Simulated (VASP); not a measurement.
Input of a VASP 6.6.1 run:

File POSCAR:

```
Ag
1.0
    0.0000000000      2.0151418859      2.0151418859
    2.0151418859      0.0000000000      2.0151418859
    2.0151418859      2.0151418859      0.0000000000
Ag
1
Direct
    0.0000000000      0.0000000000      0.0000000000
```

Contents of INCAR.step1:

```
SYSTEM = Ag
PREC     = Accurate       ! precision mode
ENCUT    = 520            ! plane-wave cutoff, eV
EDIFF    = 1E-5           ! SCF threshold, eV
ISMEAR   = -1             ! smearing method
SIGMA    = 0.05           ! smearing width, eV
LREAL    = .False.        ! projectors in reciprocal space
LASPH    = .True.         ! aspherical terms in the spheres
NELM     = 60             ! most SCF steps
ALGO     = Normal         ! electronic algorithm
ISIF     = 2              ! what is computed and relaxed
LWAVE    = .True.         ! write WAVECAR
LCHARG   = .False.        ! write CHGCAR
NBANDS   = 12             ! bands
GGA      = PE             ! functional
```

File INCAR.step2:

```
SYSTEM = Ag
PREC     = Accurate       ! precision mode
ENCUT    = 520            ! plane-wave cutoff, eV
EDIFF    = 1E-6           ! SCF threshold, eV
ISMEAR   = -1             ! smearing method
SIGMA    = 0.05           ! smearing width, eV
LREAL    = .False.        ! projectors in reciprocal space
LASPH    = .True.         ! aspherical terms in the spheres
NELM     = 60             ! most SCF steps
ALGO     = Normal         ! electronic algorithm
ISIF     = 2              ! what is computed and relaxed
LWAVE    = .False.        ! write WAVECAR
LCHARG   = .False.        ! write CHGCAR
GGA      = PE             ! functional
LHFCALC  = .True.         ! exact exchange
AEXX     = 0.25           ! exact-exchange fraction
PRECFOCK = Normal       
NBANDS   = 12             ! bands
ISTART   = 1
```

KPOINTS

```
regular mesh
0
Gamma
  6 6 6
  0 0 0
```

Potentials or basis: VASP PAW PBE potentials, release 64 (Ag).

Launch:

```sh
$ cat potpaw_PBE.64/Ag/POTCAR > POTCAR
$ cp INCAR.step1 INCAR
$ mpirun -np 1 vasp_std > vasp.out
$ cp INCAR.step2 INCAR
$ mpirun -np 1 vasp_std > vasp.out
```

Question: Predict the pressure.

Answer: 9.7 GPa.

Caveat: the k points lie up to 0.45 Å⁻¹ apart; the PAW data sets were made with another functional, which shifts forces and pressure a little.
